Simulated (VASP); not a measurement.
# LaScF (P4mm) in VASP: relaxation of cell and atoms with PBE

Aim: the relaxation of cell and atoms of LaScF with PBE.

Program: VASP 6.6.1. These are calculated values, not measurements. Logs are shortened: lines on timing, memory, paths and dates and some standing lists are left out, and cuts for length are marked.

## (1) The cell of the first run

It takes space group P4mm (No. 99, tetragonal). Conventional cell: a = 3.835 Å, b = 3.835 Å, c = 3.982 Å, α = 90.00°, β = 90.00°, γ = 90.00°. La (site symmetry 4mm) has 2 F at 1.75 to 2.23 Å within 2.3 Å. Within 3.6 Å of Sc (site symmetry 4mm) lie 4 La at 2.76 Å and 4 F at 2.98 Å. Within 2.3 Å of F (site symmetry 4mm) lie 2 La at 1.75 to 2.23 Å.

The cell was built from a structure type or drawn by symmetry, and may not be a known phase.

## (2) Relaxation of cell and atoms, PBE

The input, INCAR:

```
ALGO = Normal
EDIFF = 1E-7
EDIFFG = -0.04
ENCUT = 910
GGA = PE
GGA_COMPAT = F
IBRION = 2
ISIF = 3
ISMEAR = 0
LASPH = T
LCHARG = F
LMAXMIX = 6
LREAL = F
LWAVE = F
NELM = 200
NELMIN = 4
NSW = 90
PREC = Accurate
SIGMA = 0.1
```

The input, KPOINTS:

```
k-points
0
Gamma
  4 4 4
```

The input, POSCAR:

```
LaScF
1.0
    3.8346917900      0.0000000000      0.0000000000
    0.0000000000      3.8346917900      0.0000000000
    0.0000000000      0.0000000000      3.9816221000
La Sc F
1 1 1
Direct
    0.0000000000      0.0000000000      0.6997948400
    0.5000000000      0.5000000000      0.5697173500
    0.0000000000      0.0000000000      0.2602271800
```

Potentials or basis: VASP PAW PBE potentials, release 64 (La, Sc_sv, F_h).

On the command line:

```bash
$ cat potpaw_PBE.64/La/POTCAR potpaw_PBE.64/Sc_sv/POTCAR potpaw_PBE.64/F_h/POTCAR > POTCAR
$ mpirun -np 1 vasp_std > vasp.out
```

OUTCAR:

```text
EDIFF = 1E-7
   EDIFFG = -0.04
   ENCUT = 910
   GGA = PE
   IBRION = 2
   ISIF = 3
   ISMEAR = 0
   LASPH = T
   LREAL = F
   NELM = 200
   NELMIN = 4
   NSW = 90
   PREC = Accurate

 ion  position               nearest neighbor table
   1  0.000  0.000  0.700-   3 1.75   3 2.23   2 2.76   2 2.76   2 2.76   2 2.76
   2  0.500  0.500  0.570-   1 2.76   1 2.76   1 2.76   1 2.76
   3  0.000  0.000  0.260-   1 1.75   1 2.23

  LATTYP: Found a simple tetragonal cell.
 ALAT       =     3.8346917900
 C/A-ratio  =     1.0383160676

  Lattice vectors:

 A1 = (   3.8346917900,   0.0000000000,   0.0000000000)
 A2 = (   0.0000000000,   3.8346917900,   0.0000000000)
 A3 = (   0.0000000000,   0.0000000000,   3.9816221000)

Analysis of symmetry for initial positions (statically):
=====================================================================
 Subroutine PRICEL returns:
 Original cell was already a primitive cell.

 Routine SETGRP: Setting up the symmetry group for a
 simple tetragonal supercell.

 Subroutine GETGRP returns: Found  8 space group operations
 (whereof  8 operations were pure point group operations)
 out of a pool of 16 trial point group operations.

The static configuration has the point symmetry C_4v.

Analysis of symmetry for dynamics (positions and initial velocities):
=====================================================================
 Subroutine PRICEL returns:
 Original cell was already a primitive cell.

 Routine SETGRP: Setting up the symmetry group for a
 simple tetragonal supercell.

 Subroutine GETGRP returns: Found  8 space group operations
 (whereof  8 operations were pure point group operations)
 out of a pool of 16 trial point group operations.

The dynamic configuration has the point symmetry C_4v.

 Subroutine INISYM returns: Found  8 space group operations
 (whereof  8 operations are pure point group operations),
 and found     1 'primitive' translations

----------------------------------------------------------------------------------------

                                     Primitive cell

  volume of cell :      58.5492

  direct lattice vectors                    reciprocal lattice vectors
[... 72 lines left out ...]
 SYSTEM =  unknown system
   PREC   = accura    normal or accurate (medium, high low for compatibility)
   ISTART =      0    job   : 0-new  1-cont  2-samecut
   ICHARG =      2    charge: 1-file 2-atom 10-const
   ISPIN  =      1    spin polarized calculation?
   LNONCOLLINEAR =      F non collinear calculations
   LSORBIT =      F    spin-orbit coupling
   LASPH  =      T    aspherical Exc in radial PAW
   ENCUT  =  910.0 eV  66.88 Ry    8.18 a.u.   9.43  9.43  9.79*2*pi/ulx,y,z
   NELM   =    200;   NELMIN=  4; NELMDL= -5     # of ELM steps
   EDIFF  = 0.1E-06   stopping-criterion for ELM
   LREAL  =      F    real-space projection
   EDIFFG = -.4E-01   stopping-criterion for IOM
   NSW    =     90    number of steps for IOM
   IBRION =      2    ionic relax: 0-MD 1-quasi-New 2-CG
   NFREE  =      1    steps in history (QN), initial steepest desc. (CG)
   ISIF   =      3    stress and relaxation
   ISYM   =      2    0-nonsym 1-usesym 2-fastsym
   POTIM  = 0.5000    time-step for ionic-motion
   TEBEG  =    0.0;   TEEND  =   0.0 temperature during run
   PSTRESS=    0.0 pullay stress
   NELECT =      29.0000    total number of electrons
   NUPDOWN=      -1.0000    fix difference up-down
   EMIN   =  10.00;   EMAX   =-10.00  energy-range for DOS
   EFERMI =   0.00;   METHOD = LEGACY
   ISMEAR =     0;   SIGMA  =   0.10  broadening in eV -4-tet -1-fermi 0-gaus
   EFERMI_NEDOS =   21; number of points for ismear=-14 and -15
   IALGO  =     38    algorithm
   IMIX   =      4    mixing-type and parameters
     AMIX     =   0.40;   BMIX     =  1.00
     AMIX_MAG =   1.60;   BMIX_MAG =  1.00
  volume/ion in A,a.u.               =      19.52       131.70
  Fermi-wavevector in a.u.,A,eV,Ry     =   1.295290  2.447744 22.827548  1.677777
  Thomas-Fermi vector in A             =   2.426820
   LORBIT       =      0    0 simple, 1 ext, 2 COOP (PROOUT), +10 PAW based schemes
   GGA     = PE    functional components
   LHFCALC =     F    Hartree Fock is set to
   AEXX    =    0.0000 exact exchange contribution
   IVDW    =     0    specifies the selected vdW correction
   LEPSILON=     F    determine dielectric tensor
   LRPA    =     F    only Hartree local field effects (RPA)
 conjugate gradient relaxation of ions
 non-spin polarized calculation
 Gauss-broadening in eV      SIGMA  =   0.10
  energy-cutoff  :      910.00
  volume of cell :       58.55
 maximum number of plane-waves:      3703
 NGX is ok and might be reduce to    40
   NGX = 19   NGY = 19   NGZ = 19

--------------------------------------- Ionic step        1  -------------------------------------------

 number of electron      28.9999998 magnetization

 Free energy of the ion-electron system (eV)
  ---------------------------------------------------
  ext. energy  EPLUGINS =         0.00000000
  ---------------------------------------------------
  free energy    TOTEN  =       -11.19644555 eV

  energy without entropy =      -11.17653773  energy(sigma->0) =      -11.18649164

------------------------ aborting loop because EDIFF is reached ----------------------------------------

  FORCE on cell =-STRESS in cart. coord.  units (eV):
  Direction    XX          YY          ZZ          XY          YZ          ZX
  --------------------------------------------------------------------------------------
  -------------------------------------------------------------------------------------
  Total        9.5756065      9.5756065     30.4119570      0.0000000     -0.0000000      0.0000000
  in kB      262.0329515    262.0329515    832.2120195      0.0000000     -0.0000000      0.0000000
  external PRESSURE =     452.0926409 kB  Pullay stress =       0.0000000 kB
[... 853 lines left out ...]
      5     -21.9586      2.00000
      6     -19.4562      2.00000
[... 10 lines left out ...]
     17       7.8373      0.00000
     18       8.1164      0.00000

[... ionic steps 4 to 37 ...]

--------------------------------------- Ionic step       38  -------------------------------------------

 number of electron      29.0000002 magnetization

------------------------ aborting loop because EDIFF is reached ----------------------------------------
[... 69 lines left out ...]
--------------------------------------- Ionic step       40  -------------------------------------------

 number of electron      29.0000000 magnetization

 Free energy of the ion-electron system (eV)
  ---------------------------------------------------
  ext. energy  EPLUGINS =         0.00000000
  ---------------------------------------------------
  free energy    TOTEN  =       -16.88726997 eV

  energy without entropy =      -16.86642724  energy(sigma->0) =      -16.87684860

 E-fermi :   8.0878     XC(G=0): -10.5262

 val. band max:        8.0421816701   @ k =   0.2500   0.2500   0.2500
 cond. band min:       8.1161563215   @ k =   0.5000   0.2500   0.5000
 fundamental gap:      0.0739746513
 Fermi energy:         8.0877686507
[... 406 lines left out ...]
  FREE ENERGIE OF THE ION-ELECTRON SYSTEM (eV)
  ---------------------------------------------------
  free  energy   TOTEN  =       -16.8872699678 eV

  energy  without entropy=      -16.8664272414  energy(sigma->0) =      -16.87684860

 reached required accuracy - stopping structural energy minimisation
```

OSZICAR:

```text
N       E                     dE             d eps       ncg     rms          rms(c)
DAV:   1     0.506476685775E+03    0.50648E+03   -0.17242E+04   664   0.353E+03
DAV:   2     0.803788148677E+02   -0.42610E+03   -0.41595E+03  1064   0.572E+02
[... 593 lines left out ...]
DAV:   3    -0.168872869460E+02   -0.41779E-04   -0.11337E-03  1158   0.403E-01    0.373E-02
DAV:   4    -0.168872706053E+02    0.16341E-04   -0.14990E-04  1040   0.128E-01    0.177E-02
DAV:   5    -0.168872689312E+02    0.16741E-05   -0.24120E-05  1192   0.516E-02    0.638E-03
DAV:   6    -0.168872696275E+02   -0.69631E-06   -0.23454E-06  1020   0.152E-02    0.313E-03
DAV:   7    -0.168872698963E+02   -0.26889E-06   -0.24510E-07   720   0.879E-03    0.944E-04
DAV:   8    -0.168872699678E+02   -0.71499E-07   -0.47901E-08   426   0.553E-03
  40 F= -.16887270E+02 E0= -.16876849E+02  d E =-.170739E-02
```

Run time: 19 min. Hardware: 1 thread of Intel Xeon 6975P-C (Granite Rapids), shared host; peak memory 0.29 GiB.

What came out:

| Property | Result |
| --- | --- |
| Free energy | -16.8873 eV |
| Relaxed volume | 19.71 Å³/atom |
| Relaxed cell | a = 3.397 Å, b = 3.397 Å, c = 5.124 Å, α = 90.00°, β = 90.00°, γ = 90.00° |
| Space group after relaxing (to 0.1 Å) | P4/mmm (No. 123) |
| Pressure after relaxing | 0.1 GPa |
| Largest force after relaxing | 0.038 eV/Å |
| Band gap on the k mesh | zero (an odd number of electrons rules out a gap without spin polarisation) |

Forces in eV/Å, atoms in the order of the input:
```
La   0.000  0.000 -0.038
Sc   0.000  0.000  0.008
F    0.000  0.000  0.031
```

Final structure:
```
La Sc F
1.0
     3.39707    0.00000    0.00000
     0.00000    3.39707    0.00000
     0.00000    0.00000    5.12419
La Sc F
1 1 1
Direct
  0.00000 0.00000 0.84376
  0.50000 0.50000 0.34329
  0.00000 0.00000 0.34268
```

Levels at points of the mesh, in eV from the Fermi level:
| k point | band 10 | band 11 | band 12 | band 13 | band 14 | band 15 | band 16 | band 17 | band 18 |
| --- | --- | --- | --- | --- | --- | --- | --- | --- | --- |
| (0.00, 0.00, 0.00) | -8.19 | -8.19 | -7.56 | -3.14 | -1.60 | 0.09 | 0.65 | 1.05 | 1.05 |
| (0.50, 0.00, 0.00) | -9.22 | -8.61 | -7.57 | -0.99 | -0.32 | 0.10 | 0.48 | 1.00 | 1.49 |
| (0.50, 0.50, 0.00) | -8.63 | -8.63 | -7.46 | -2.54 | -1.63 | -1.63 | 1.30 | 1.91 | 2.30 |
| (0.00, 0.00, 0.50) | -8.74 | -8.24 | -8.24 | -1.96 | -0.96 | -0.61 | -0.47 | 1.10 | 1.45 |
| (0.50, 0.00, 0.50) | -9.38 | -8.71 | -8.68 | -1.49 | -0.89 | 1.21 | 1.29 | 1.53 | 1.82 |
| (0.50, 0.50, 0.50) | -8.76 | -8.76 | -8.50 | -1.83 | 0.11 | 0.11 | 0.57 | 0.57 | 0.67 |

Caveat: the k points lie up to 0.46 Å⁻¹ apart in the final cell, too coarse for converged energies and pressures of a metal; the cutoff is under 1.25 times the usual one of these potentials, so pressure, stress and relaxed cells hold a basis-set (Pulay) error; a cell axis changed by over 15 % at a fixed basis, so the end point is rough; spin-orbit coupling is left out, which moves the levels of the heavy elements; an odd number of electrons without spin polarisation forces a metal; a magnetic or distorted state may lie lower.
